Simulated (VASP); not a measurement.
Wanted: the native input for a VASP 6.6.1 run.

```yaml
Task: single point
Functional: PBE
Potentials_or_basis: VASP PAW PBE potentials, release 64 (Mg, O)
Cutoff: 520 eV
k_mesh: 9 × 9 × 8
Occupations: gaussian, width 0.05 eV
Spin: no spin polarisation
Dipole_correction: no
Further_INCAR_settings: ALGO = Normal; EDIFF = 1e-06; NBANDS = 11
```

The structure of MgO lies in POSCAR:

```
MgO
1.0
    2.9380209034      0.0000000000      0.0000000000
   -1.4690104517      2.5444007392      0.0000000000
    0.0000000000      0.0000000000      2.6796800000
Mg O
1 1
Direct
   -0.2042191052      0.0000000000      0.0000000000
    0.3333333333      0.6666666667      0.5000000000
```

This cell differs from its parent crystal: atom 1 (Mg) moved by (-0.600, +0.000) A along x and y.

The input as run:

INCAR

```
PREC = Accurate
ENCUT = 520
EDIFF = 1E-6
ISMEAR = 0
SIGMA = 0.05
LREAL = F
LASPH = T
NELM = 80
ALGO = Normal
ISIF = 2
LWAVE = F
LCHARG = F
GGA = PE
NBANDS = 11
```

KPOINTS

```
regular mesh
0
Gamma
  9 9 8
```

Potentials or basis: VASP PAW PBE potentials, release 64 (Mg, O).

Run with:

```bash
$ cat potpaw_PBE.64/Mg/POTCAR potpaw_PBE.64/O/POTCAR > POTCAR
$ mpirun -np 1 vasp_std > vasp.out
```

It gave:

```json
{
  "Pressure": "21.9 GPa",
  "Largest force": "3.674 eV/Å",
  "Band gap on the k mesh": "2.46 eV, indirect (least direct gap 3.02 eV)"
}
```

Caveat: the cell differs from its parent crystal (atom 1 (Mg) moved by (-0.600, +0.000) A along x and y); forces of over 1 eV/Å act on the atoms, so gaps and moduli don't describe the material at rest.

It took 23 s on 1 thread of Intel(R) Xeon(R) Platinum 8124M CPU @ 3.00GHz (Skylake/Cascade Lake), on a shared host, peak memory 0.17 GiB.
